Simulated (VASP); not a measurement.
Write the native input for VASP 6.6.1 that does the following.

- Task: single point
- Functional: PBE
- Potentials or basis: VASP PAW PBE potentials, release 64 (Cd, Te)
- Cutoff: 520 eV
- k mesh: 8 × 8 × 8
- Occupations: gaussian, width 0.05 eV
- Spin: no spin polarisation
- Dipole correction: no
- Further INCAR settings: ALGO = Normal; EDIFF = 1e-06; NBANDS = 16

The structure of CdTe lies in POSCAR:

```
CdTe
1.0
    0.0000000000      3.2050000000      3.3732625000
    3.2050000000      0.0000000000      3.3732625000
    3.2050000000      3.2050000000      0.0000000000
Cd Te
1 1
Direct
    0.0000000000      0.0000000000      0.0000000000
    0.7500000000      0.7500000000      0.7500000000
```

This cell differs from its parent crystal: strain +0.0525 x Voigt [0, 0, 1, 0, 0, 0].

These files were run (other wordings do the same):

INCAR

```
PREC = Accurate
ENCUT = 520
EDIFF = 1E-6
ISMEAR = 0
SIGMA = 0.05
LREAL = F
LASPH = T
NELM = 60
ALGO = Normal
ISIF = 2
LWAVE = F
LCHARG = T
GGA = PE
LELF = T
LVHAR = T
NBANDS = 16
```

KPOINTS

```
Automatic mesh
0
Gamma
  8 8 8
```

Potentials or basis: VASP PAW PBE potentials, release 64 (Cd, Te).

The run is started by

```bash
$ cat potpaw_PBE.64/Cd/POTCAR potpaw_PBE.64/Te/POTCAR > POTCAR
$ mpirun -np 1 vasp_std > vasp.out
```

Results of the run:

- Pressure: 1.8 GPa
- Band gap on the k mesh: 0.65 eV

Caveat: the cell differs from its parent crystal (strain +0.0525 x Voigt [0, 0, 1, 0, 0, 0]); spin-orbit coupling is left out, which moves the levels of the heavy elements.

It took 21 s on 1 thread of Intel(R) Xeon(R) 6975P-C (Granite Rapids), on a shared host, peak memory 0.24 GiB.
